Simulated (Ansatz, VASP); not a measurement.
**KBaI3: VASP beside Ansatz**

```
K Ba I
1.0
     6.71919    0.00000    0.00000
     0.00000    6.71919    0.00000
     0.00000    0.00000    6.71919
K Ba I
1 1 3
Cartesian
  0.0000 0.0000 0.0000
  3.3596 3.3596 3.3596
  3.3596 3.3596 0.0000
  3.3596 0.0000 3.3596
  0.0000 3.3596 3.3596
```

Alike in both runs: task single point; functional PBE; k mesh 2 × 2 × 2; no spin polarisation.

|  | VASP | Ansatz |
| --- | --- | --- |
| version | VASP 6.6.1 | Ansatz 0.2.0 |
| potentials or method | VASP PAW PBE potentials, release 64 (K_sv, Ba_sv, I) | plane waves |
| plane-wave cutoff (eV) | 520 | 420 |
| occupations | gaussian, width 0.01 eV | fixed |
| valence electrons in the cell | 40 | 70 |

Ansatz gave:

| Property | Result |
| --- | --- |
| gap on the k mesh at the Fermi level (eV) | 3.09 |
| pressure (GPa) | 0.3 |

**Question.** Estimate VASP's values.

**Answer.** gap on the k mesh at the Fermi level (eV): 3.09; pressure (GPa): 0.5.

VASP's potentials hold 40 valence electrons a cell and Ansatz's 70, so a difference there can come from the potentials and not from the codes.

The k mesh is coarse, so the values compare programs but aren't converged. Neither program's run includes spin-orbit coupling.
